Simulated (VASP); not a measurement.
Crystal: MgO.

```
Mg O
1.0
     0.00000    2.30616    2.30616
     2.30616    0.00000    2.30616
     2.30616    2.30616    0.00000
Mg O
1 1
Cartesian
  2.3062 2.3062 2.3062
  3.4592 3.4592 3.4592
```

- Program: VASP 6.6.1
- Task: relaxation of cell and atoms
- Functional: HF
- Potentials or basis: VASP PAW PBE potentials, release 64 (Mg, O)
- Cutoff: 600 eV
- k mesh: 5 × 5 × 5
- Occupations: fermi-dirac, width 0.05 eV
- Spin: no spin polarisation

At the start: pressure -5.1 GPa; volume 12.27 Å³/atom.

Problem. Where does the relaxation end?

Solution. Over 3 steps the energy falls by 7.8 meV/atom and the volume is 11.79 Å³/atom (-3.9 %); space group F-43m (No. 216, to 0.05 Å).

The path:
```
step  energy change (eV)  largest force (eV/Å)  pressure (GPa)  volume (Å³)
   1              0.0000                0.0000           -5.13        24.53
   2             -0.0122                0.0000            2.53        23.16
   3             -0.0155                0.0000           -0.09        23.58
```

Final structure:
```
CELL_PARAMETERS angstrom
0.00000 2.27609 2.27609
2.27609 0.00000 2.27609
2.27609 2.27609 0.00000
ATOMIC_POSITIONS crystal
Mg 0.50000 0.50000 0.50000
O 0.75000 0.75000 0.75000
```

Caveat: the k points lie up to 0.48 Å⁻¹ apart in the final cell; the PAW data sets were made with another functional, which shifts forces and pressure a little.
